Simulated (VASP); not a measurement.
Runs of VASP 6.6.1 on AlN. The structure is that of space group P6_3mc (No. 186), or close to it. The cells are those of the table. 

```tsv
task	level	cell	k mesh	cutoff (eV)	smearing	grid for exact exchange (PRECFOCK)	gap on the mesh (eV)	pressure (GPa)	largest force (eV/Å)
single point	PBEsol	a = 3.114, b = 3.114, c = 4.984 Å, angles 90.0, 90.0, 120.0°, 4 atoms	9 × 9 × 6	520	gaussian 0.02 eV	-	(b)	0.0	-
relaxation of cell and atoms	PBEsol	relaxed from a = 3.097, b = 3.097, c = 5.032 Å, angles 90.0, 90.0, 120.0°, 4 atoms	9 × 9 × 6	600	gaussian 0.02 eV	-	4.12	0.0	-
single point	PBE0	a = 3.114, b = 3.114, c = 4.984 Å, angles 90.0, 90.0, 120.0°, 4 atoms	6 × 6 × 4	520	gaussian 0.01 eV	Normal	6.27	-2.0	0.01
single point	r2SCAN	a = 3.114, b = 3.114, c = 4.984 Å, angles 90.0, 90.0, 120.0°, 4 atoms	9 × 9 × 6	520	gaussian 0.02 eV	-	4.86	-1.6	0.01
single point	PBEsol	a = 3.097, b = 3.097, c = 5.032 Å, angles 90.0, 90.0, 120.0°, 4 atoms	6 × 6 × 4	520	gaussian 0.1 eV	-	4.25	(a)	0.29
```

Alike in all rows: potentials or basis VASP PAW PBE potentials, release 64 (Al, N); no spin polarisation.

Fill in the values left out.

(a) 0.4; (b) 4.11.

Caveats: the PAW data sets were made with another functional, which shifts forces and pressure a little.

A k mesh can miss the band edges.
